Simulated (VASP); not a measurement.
# MgO (rocksalt type) (Fm-3m) in VASP: a series of runs, part 2 of 2

VASP 6.6.1.

## 4. Single point, PBE (volume scaled by 0.88)

Input file INCAR:

```
SYSTEM = MgO
PREC     = Accurate       ! precision mode
ENCUT    = 520            ! plane-wave cutoff, eV
EDIFF    = 1E-7           ! SCF threshold, eV
ISMEAR   = -1             ! smearing method
SIGMA    = 0.05           ! smearing width, eV
LREAL    = .FALSE.        ! projectors in reciprocal space
LASPH    = .TRUE.         ! aspherical terms in the spheres
NELM     = 80             ! most SCF steps
ALGO     = Normal         ! electronic algorithm
ISIF     = 2              ! what is computed and relaxed
LWAVE    = .FALSE.        ! write WAVECAR
LCHARG   = .FALSE.        ! write CHGCAR
GGA      = PE             ! functional
NBANDS   = 11             ! bands
```

Input file KPOINTS:

```
Automatic mesh
0
G
  15 15 15
  0 0 0
```

Input file POSCAR:

```
MgO
1.0
    0.0000000000      2.0382133777      2.0382133777
    2.0382133777      0.0000000000      2.0382133777
    2.0382133777      2.0382133777      0.0000000000
Mg O
1 1
Direct
    0.0000000000      0.0000000000      0.0000000000
    0.5000000000      0.5000000000      0.5000000000
```

Potentials or basis: VASP PAW PBE potentials, release 64 (Mg, O).

Started as:

```
cat potpaw_PBE.64/Mg/POTCAR potpaw_PBE.64/O/POTCAR > POTCAR
mpirun -np 1 vasp_std > vasp.out
```

OUTCAR:

```text
SYSTEM = MgO
   PREC = Accurate
   ENCUT = 520
   EDIFF = 1E-7
   ISMEAR = -1
   LREAL = .FALSE.
   LASPH = .TRUE.
   NELM = 80
   ISIF = 2
   GGA = PE

 ion  position               nearest neighbor table
   1  0.000  0.000  0.000-   2 2.04   2 2.04   2 2.04   2 2.04   2 2.04   2 2.04
   2  0.500  0.500  0.500-   1 2.04   1 2.04   1 2.04   1 2.04   1 2.04   1 2.04

  LATTYP: Found a face centered cubic cell.
 ALAT       =     4.0764267554

  Lattice vectors:

 A1 = (   0.0000000000,   2.0382133777,   2.0382133777)
 A2 = (   2.0382133777,   0.0000000000,   2.0382133777)
 A3 = (   2.0382133777,   2.0382133777,   0.0000000000)

Analysis of symmetry for initial positions (statically):
=====================================================================
 Subroutine PRICEL returns:
 Original cell was already a primitive cell.

 Routine SETGRP: Setting up the symmetry group for a
 face centered cubic supercell.

 Subroutine GETGRP returns: Found 48 space group operations
 (whereof 48 operations were pure point group operations)
 out of a pool of 48 trial point group operations.

The static configuration has the point symmetry O_h .
[... 164 lines left out ...]
 cond. band min:       9.7086954144   @ k =   0.0000   0.0000   0.0000
 fundamental gap:      5.7435339047
 Fermi energy:         4.9481535473

 k-point     1 :       0.0000    0.0000    0.0000
  band No.  band energies     occupation
      1     -13.8326      2.00000
      2       3.9652      2.00000
      3       3.9652      2.00000
      4       3.9652      2.00000
      5       9.7087      0.00000
      6      20.3170      0.00000
      7      20.3170      0.00000
      8      20.3170      0.00000
      9      24.5017      0.00000
     10      26.3958      0.00000
     11      26.3958      0.00000
[... 309 lines left out ...]
 k-point    24 :       0.2000    0.1333    0.0000
  band No.  band energies     occupation
      1     -13.3640      2.00000
      2       2.1432      2.00000
      3       3.5240      2.00000
      4       3.5276      2.00000
      5      11.7041      0.00000
      6      17.0156      0.00000
      7      21.3731      0.00000
      8      21.4580      0.00000
      9      22.9959      0.00000
     10      27.0671      0.00000
     11      29.6256      0.00000

 [... further k-points ...]
[... 5 lines left out ...]
  --------------------------------------------------------------------------------------
  -------------------------------------------------------------------------------------
  Total        2.5519093      2.5519093      2.5519093     -0.0000000      0.0000000     -0.0000000
  in kB      241.4331401    241.4331401    241.4331401     -0.0000000      0.0000000     -0.0000000
  external PRESSURE =     241.4331401 kB  Pullay stress =       0.0000000 kB

 VOLUME and BASIS-vectors are now :
 -----------------------------------------------------------------------------
  energy-cutoff  :      520.00
  volume of cell :       16.93
      direct lattice vectors                 reciprocal lattice vectors
     0.000000000  2.038213378  2.038213378    -0.245312883  0.245312883  0.245312883
     2.038213378  0.000000000  2.038213378     0.245312883 -0.245312883  0.245312883
     2.038213378  2.038213378  0.000000000     0.245312883  0.245312883 -0.245312883

 POSITION                                       TOTAL-FORCE (eV/Angst)
 -----------------------------------------------------------------------------------
      0.00000      0.00000      0.00000         0.000000      0.000000      0.000000
      2.03821      2.03821      2.03821         0.000000      0.000000      0.000000
 -----------------------------------------------------------------------------------
    total drift:                               -0.000000     -0.000000      0.000000

  FREE ENERGIE OF THE ION-ELECTRON SYSTEM (eV)
  ---------------------------------------------------
  free  energy   TOTEN  =       -11.7587383108 eV

  energy  without entropy=      -11.7587383107  energy(sigma->0) =      -11.75873831
```

stdout:

```text
POSCAR found type information on POSCAR MgO
 POSCAR found :  2 types and       2 ions
 scaLAPACK will be used
 LDA part: xc-table for (Slater+PW92), standard interpolation
 POSCAR, INCAR and KPOINTS ok, starting setup
 FFT: planning ... GRIDC
 FFT: planning ... GRID_SOFT
 FFT: planning ... GRID
 WAVECAR not read
 entering main loop
```

Wall time 14 s (1 thread of AMD EPYC 9R45 (Zen 5), shared host); peak memory 0.12 GiB.

What came out:

- Free energy: -11.7587 eV
- Pressure: 24.1 GPa
- Band gap on the k mesh: 5.74 eV, direct

Levels at points of the mesh, in eV from the valence-band top:
| k point | band 2 | band 3 | band 4 | band 5 | band 6 | band 7 |
| --- | --- | --- | --- | --- | --- | --- |
| (0.00, 0.00, 0.00) | 0.00 | 0.00 | 0.00 | 5.74 | 16.35 | 16.35 |

 A k mesh can miss the band edges.

## 5. Overview

```csv
cell,smearing,gap on the mesh (eV),pressure (GPa)
"a = 2.592 Å, angles 60.0°, 2 atoms",fermi-dirac 0.05 eV,9.25,168.9
"a = 2.592 Å, angles 60.0°, 2 atoms",methfessel-paxton 0.01 eV,9.25,168.9
"a = 2.882 Å, angles 60.0°, 2 atoms",fermi-dirac 0.05 eV,5.74,24.1
```

Alike in all rows: task single point; level PBE; potentials or basis VASP PAW PBE potentials, release 64 (Mg, O); no spin polarisation; k mesh 15 × 15 × 15; cutoff (eV) 520.

Total energies depend on the potentials used, so only differences within one code and one set of settings carry meaning.
